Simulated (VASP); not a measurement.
## As: relaxation of cell and atoms with PBE

Crystal: As.

```
As
1.0
     5.51547    0.00000    0.00000
     0.00000    5.51547    0.00000
     0.00000    0.00000   11.03095
As
8
Direct
  0.29303 0.00000 0.00000
  0.70697 0.00000 0.00000
  0.00000 0.29303 0.50000
  0.00000 0.70697 0.50000
  0.00000 0.00000 0.35348
  0.00000 0.00000 0.85348
  0.00000 0.00000 0.64652
  0.00000 0.00000 0.14652
```

The cell was generated, and may not be a known phase.

| Quantity | Value |
| --- | --- |
| Program | VASP 6.6.1 |
| Task | relaxation of cell and atoms |
| Functional | PBE |
| Potentials or basis | VASP PAW PBE potentials, release 64 (As) |
| Cutoff | 600 eV |
| k mesh | 4 × 4 × 2 |
| Occupations | gaussian, width 0.1 eV |
| Spin | no spin polarisation |
| Dipole correction | no |
| Further INCAR settings | ALGO = Normal; EDIFF = 1e-06; IBRION = 2; EDIFFG = -0.04; NSW = 90; ISIF = 3 |

| Item | Value |
| --- | --- |
| Relaxed volume | 49.68 Å³/atom |
| Relaxed cell | a = 5.588 Å, b = 5.588 Å, c = 12.731 Å, α = 90.00°, β = 90.00°, γ = 90.00° |
| Space group after relaxing (to 0.1 Å) | P4_2/mmc (No. 131) |
| Energy gained by relaxing | 353.5 meV/atom |
| Ionic steps | 12 |
| Pressure after relaxing | -0.1 GPa |
| Largest force after relaxing | 0.018 eV/Å |
| Band gap on the k mesh | zero (bands 20 and 21 overlap by 0.76 eV) |

Forces on the atoms (eV/Å):
```
As  -0.012  0.000  0.000
As   0.012  0.000  0.000
As   0.000 -0.012  0.000
As   0.000  0.012  0.000
As   0.000  0.000  0.018
As   0.000  0.000  0.018
As   0.000  0.000 -0.018
As   0.000  0.000 -0.018
```

Step by step:
```
step  energy change (eV)  largest force (eV/Å)  pressure (GPa)  volume (Å³)
   1              0.0000                1.5692           10.38       335.57
   2             -1.7713                0.7943           -2.80       484.10
   3             -2.6793                0.6814            0.06       416.01
   4             -2.6796                0.6643            0.17       414.30
   5             -2.7406                0.1907           -0.12       418.13
   6             -2.7458                0.0176           -0.25       420.03
   7             -2.7674                0.0037           -0.21       416.06
   8             -2.8135                0.1016           -0.09       404.05
   9             -2.7635                0.4253            0.26       379.72
  10             -2.8227                0.1442           -0.02       398.02
  11             -2.8259                0.1135           -0.11       397.13
  12             -2.8278                0.0179           -0.08       397.48
```

Final structure:
```
As
1.0
     5.58766    0.00000    0.00000
     0.00000    5.58766    0.00000
     0.00000    0.00000   12.73063
As
8
Direct
  0.28707 0.00000 0.00000
  0.71293 0.00000 0.00000
  0.00000 0.28707 0.50000
  0.00000 0.71293 0.50000
  0.00000 0.00000 0.34572
  0.00000 0.00000 0.84572
  0.00000 0.00000 0.65428
  0.00000 0.00000 0.15428
```

Levels at points of the mesh, in eV from the Fermi level:
| k point | band 16 | band 17 | band 18 | band 19 | band 20 | band 21 | band 22 | band 23 | band 24 | band 25 |
| --- | --- | --- | --- | --- | --- | --- | --- | --- | --- | --- |
| (0.00, 0.00, 0.00) | -0.97 | -0.54 | -0.54 | -0.46 | -0.46 | 0.55 | 0.74 | 0.76 | 1.49 | 1.49 |
| (0.50, 0.00, 0.00) | -1.54 | -0.94 | -0.64 | -0.49 | -0.45 | -0.27 | 0.07 | 0.56 | 1.72 | 2.16 |
| (0.50, 0.50, 0.00) | -1.81 | -1.79 | -1.73 | -0.88 | -0.88 | 0.41 | 0.41 | 0.43 | 0.86 | 2.52 |
| (0.00, 0.00, 0.50) | -1.84 | -1.16 | -1.16 | 0.48 | 0.48 | 0.75 | 0.75 | 0.91 | 0.91 | 1.03 |
| (0.50, 0.00, 0.50) | -1.54 | -1.26 | -1.14 | -1.12 | -0.30 | 0.10 | 0.56 | 1.06 | 1.42 | 1.62 |
| (0.50, 0.50, 0.50) | -2.22 | -1.80 | -1.80 | -1.07 | -1.07 | 0.56 | 0.56 | 1.13 | 1.13 | 1.47 |

It took 11 min on 1 thread of Intel(R) Xeon(R) 6975P-C (Granite Rapids), on a shared host, peak memory 0.54 GiB.

Caveat: the volume moved by over 15 % at a fixed basis, so the end points are rough.
